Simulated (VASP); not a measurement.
Write the native input for VASP 6.6.1 that does the following.

| Property | Result |
| --- | --- |
| Task | single point |
| Functional | PBE |
| Potentials or basis | VASP PAW PBE potentials, release 64 (Li_sv, Br) |
| Cutoff | 750 eV |
| k mesh | 6 × 6 × 6 |
| Occupations | gaussian, width 0.01 eV |
| Spin | no spin polarisation |
| Dipole correction | no |
| Further INCAR settings | ALGO = Normal; EDIFF = 1e-06; NBANDS = 12 |

The structure of LiBr lies in POSCAR:

```
LiBr
1.0
    0.0000000000      2.7395650384      2.7395650384
    2.7395650384      0.0000000000      2.7395650384
    2.7395650384      2.7395650384      0.0000000000
Li Br
1 1
Direct
    0.0000000000      0.0000000000      0.0000000000
    0.5000000000      0.5000000000      0.5000000000
```

One way to write it, as run:

INCAR

```
PREC     = Accurate       # precision mode
ENCUT    = 750            # plane-wave cutoff, eV
EDIFF    = 1E-6           # SCF threshold, eV
ISMEAR   = 0              # smearing method
SIGMA    = 0.01           # smearing width, eV
LREAL    = F              # projectors in reciprocal space
LASPH    = T              # aspherical terms in the spheres
NELM     = 120            # most SCF steps
ALGO     = Normal         # electronic algorithm
ISIF     = 2              # what is computed and relaxed
LWAVE    = F              # write WAVECAR
LCHARG   = T              # write CHGCAR
GGA      = PE             # functional
LELF     = T              # ELF
LVHAR    = T            
NBANDS   = 12             # bands
GGA_COMPAT= F
```

KPOINTS

```
regular mesh
0
Gamma
  6 6 6
```

Potentials or basis: VASP PAW PBE potentials, release 64 (Li_sv, Br).

Launch:

```console
$ cat potpaw_PBE.64/Li_sv/POTCAR potpaw_PBE.64/Br/POTCAR > POTCAR
$ mpirun -np 1 vasp_std > vasp.out
```

Results of the run:

The pressure is 0.4 GPa and the band gap on the k mesh is 4.99 eV.

Wall time 17 s on 1 thread of Intel Xeon 8259CL (shared host), peak memory 0.21 GiB.
